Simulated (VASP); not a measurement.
C:

```
C
1.0
     2.52210    0.00000    0.00000
    -1.26105    2.18420    0.00000
     0.00000    0.00000   12.35570
C
12
Direct
  0.66667 0.33333 0.35417
  0.33333 0.66667 0.85417
  0.66667 0.33333 0.14583
  0.33333 0.66667 0.64583
  0.66667 0.33333 0.47917
  0.33333 0.66667 0.97917
  0.66667 0.33333 0.02083
  0.33333 0.66667 0.52083
  0.00000 0.00000 0.81250
  0.00000 0.00000 0.31250
  0.00000 0.00000 0.68750
  0.00000 0.00000 0.18750
```

Base run:

```yaml
Program: VASP 6.6.1
Functional: PBE exchange alone
Potentials_or_basis: VASP PAW PBE potentials, release 64 (C)
Cutoff: 520 eV
k_mesh: 12 × 12 × 3
Occupations: fermi-dirac, width 0.05 eV
Spin: no spin polarisation
```

Its results: band gap on the k mesh 4.69 eV (least direct gap 5.44 eV); pressure 32.7 GPa; largest force 0.328 eV/Å.

Task: After a change of settings the same cell gave: band gap on the k mesh 4.38 eV (least direct gap 5.30 eV); pressure 2.7 GPa; largest force 0.332 eV/Å. Which change was it?
A. functional from PBE exchange alone to PBE; k mesh from 12 × 12 × 3 to 9 × 9 × 2
B. functional from PBE exchange alone to r2SCAN; further incar settings from ALGO = Normal; EDIFF = 1e-07; NBANDS = 36 to ALGO = Normal; EDIFF = 1e-06; NBANDS = 36
C. functional from PBE exchange alone to RPBE; further incar settings from ALGO = Normal; EDIFF = 1e-07; NBANDS = 36 to ALGO = Normal; EDIFF = 1e-06; NBANDS = 36
D. functional from PBE exchange alone to BLYP

Result: A.

Caveats: an odd mesh through Γ misses points on the zone boundary, where band edges can lie; the cell stands under pressure (at least some runs).
